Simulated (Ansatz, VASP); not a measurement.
Two plane-wave programs on MgS

File INCAR:

```
PREC = Accurate
ENCUT = 520
EDIFF = 1E-6
ISMEAR = -1
SIGMA = 0.0689
LREAL = Auto
LASPH = T
NELM = 80
ALGO = Normal
ISIF = 2
LWAVE = F
LCHARG = F
GGA = PE
NBANDS = 46
```

The input KPOINTS:

```
regular mesh
0
Gamma
  4 4 4
```

File POSCAR:

```
MgS
1.0
    5.7037659560      0.0000000000      5.7037659560
    5.7037659560      5.7037659560      0.0000000000
    0.0000000000      5.7037659560      5.7037659560
Mg S
8 8
Direct
    0.9840722298      0.9735718186      0.0314590181
    0.9875919472      0.5137333107      0.0187066047
    0.5055312423      0.9845545210      0.0175674659
    0.5326664790      0.5151808641      0.9546086205
    0.0410231006      0.0155268437      0.4478435158
    0.9989147572      0.4955615689      0.5063682511
    0.4868144815      0.0422225062      0.4718799376
    0.4766976114      0.4693356467      0.5286562178
    0.3818651575      0.3896118945      0.3513816000
    0.3884484533      0.8553572007      0.3667201076
    0.8594685295      0.3730849539      0.3911684242
    0.8686497083      0.8807026994      0.3752510080
    0.3735966420      0.3770936403      0.8753582986
    0.3596632400      0.8599291954      0.9114050756
    0.8978507685      0.3592422650      0.8909335530
    0.8603656577      0.8976342807      0.8551505077
```

Input for Ansatz:

```yaml
crystal:
  lattice:
    - [5.703765956, 0.0, 5.703765956]
    - [5.703765956, 5.703765956, 0.0]
    - [0.0, 5.703765956, 5.703765956]
  atoms:
    - { symbol: Mg, position: [0.9840722298, 0.9735718186, 0.0314590181] }
    - { symbol: Mg, position: [0.9875919472, 0.5137333107, 0.0187066047] }
    - { symbol: Mg, position: [0.5055312423, 0.984554521, 0.0175674659] }
    - { symbol: Mg, position: [0.532666479, 0.5151808641, 0.9546086205] }
    - { symbol: Mg, position: [0.0410231006, 0.0155268437, 0.4478435158] }
    - { symbol: Mg, position: [0.9989147572, 0.4955615689, 0.5063682511] }
    - { symbol: Mg, position: [0.4868144815, 0.0422225062, 0.4718799376] }
    - { symbol: Mg, position: [0.4766976114, 0.4693356467, 0.5286562178] }
    - { symbol: S, position: [0.3818651575, 0.3896118945, 0.3513816] }
    - { symbol: S, position: [0.3884484533, 0.8553572007, 0.3667201076] }
    - { symbol: S, position: [0.8594685295, 0.3730849539, 0.3911684242] }
    - { symbol: S, position: [0.8686497083, 0.8807026994, 0.375251008] }
    - { symbol: S, position: [0.373596642, 0.3770936403, 0.8753582986] }
    - { symbol: S, position: [0.35966324, 0.8599291954, 0.9114050756] }
    - { symbol: S, position: [0.8978507685, 0.359242265, 0.890933553] }
    - { symbol: S, position: [0.8603656577, 0.8976342807, 0.8551505077] }
basis:
  ecutwfc: 420
kpoints:
  mp_grid: { grid: [4, 4, 4] }
hamiltonian:
  xc: pbe
scf:
  occupations: { method: fermi_dirac, width: 0.0689 }
output:
  forces: true
  stress: true
  eigenvalues: true
  populations: true
  write_density: true
  write_potential: true
  elf: true
  volumetric_format: npy
```

Alike in both runs: task single point; functional PBE; k mesh 4 × 4 × 4; occupations fermi-dirac, width 0.0689 eV; no spin polarisation.

```csv
,VASP,Ansatz
version,VASP 6.6.1,Ansatz 0.2.0
potentials or method,"VASP PAW PBE potentials, release 64 (Mg, S), cutoff 520 eV","scalar-relativistic, plane waves, PAW"
valence electrons in the cell,64,128
```

VASP gave:

```
gap on the k mesh at the Fermi level (eV)                     : 2.94
least direct gap on the mesh (eV)                             : 2.94
pressure (GPa)                                                : 0.4
traceless stress, the component that is largest in VASP (GPa) : -0.53
rms of the force components (eV/Å)                            : 0.667
```

**Question.** What did Ansatz give for the same quantities?

**Answer.** gap on the k mesh at the Fermi level (eV): 2.94; least direct gap on the mesh (eV): 2.94; pressure (GPa): 0.5; traceless stress, the component that is largest in VASP (GPa): -0.53; rms of the force components (eV/Å): 0.667.

Atom by atom the forces differ by 0.002 eV/Å (rms over components). VASP's potentials hold 64 valence electrons a cell and Ansatz's 128, so a difference there can come from the potentials and not from the codes.
